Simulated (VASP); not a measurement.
Write the native input for VASP 6.6.1 that does the following.

```
Task                   : single point
Functional             : LDA
Potentials or basis    : VASP PAW LDA potentials, release 64 (Al, N)
Cutoff                 : 520 eV
k mesh                 : 9 × 9 × 6
Occupations            : gaussian, width 0.05 eV
Spin                   : no spin polarisation
Dipole correction      : no
Further INCAR settings : ALGO = Normal; EDIFF = 1e-06; NBANDS = 16
```

The structure of AlN lies in POSCAR:

```
AlN
1.0
    3.2043322161      0.0000000000      0.0000000000
   -1.6021661081      2.7750331013      0.0000000000
    0.0000000000      0.0000000000      4.9033300000
Al N
2 2
Direct
    0.3333333333      0.6666666667      0.0000000000
    0.6666666667      0.3333333333      0.5000000000
    0.3333333333      0.6666666667      0.3850000000
    0.6666666667      0.3333333333      0.8850000000
```

This cell differs from its parent crystal: strain +0.030 along x and y, -0.015 along z.

The input as run:

INCAR

```
SYSTEM = AlN
PREC = Accurate
ENCUT = 520
EDIFF = 1E-6
ISMEAR = 0
SIGMA = 0.05
LREAL = .FALSE.
LASPH = .TRUE.
NELM = 60
ALGO = Normal
ISIF = 2
LWAVE = .FALSE.
LCHARG = .TRUE.
GGA = CA
LELF = .TRUE.
LVHAR = .TRUE.
NBANDS = 16
```

KPOINTS

```
regular mesh
0
G
  9 9 6
  0 0 0
```

Potentials or basis: VASP PAW LDA potentials, release 64 (Al, N).

Launch:

```console
$ cat potpaw_LDA.64/Al/POTCAR potpaw_LDA.64/N/POTCAR > POTCAR
$ mpirun -np 1 vasp_std > vasp.out
```

Results of the run:

```json
{"Pressure": "-11.9 GPa", "Largest force": "0.271 eV/Å", "Band gap on the k mesh": "3.69 eV, direct"}
```

Caveat: the cell differs from its parent crystal (strain +0.030 along x and y, -0.015 along z).

It took 33 s on 1 thread of AMD EPYC 7R13, on a shared host, peak memory 0.12 GiB.
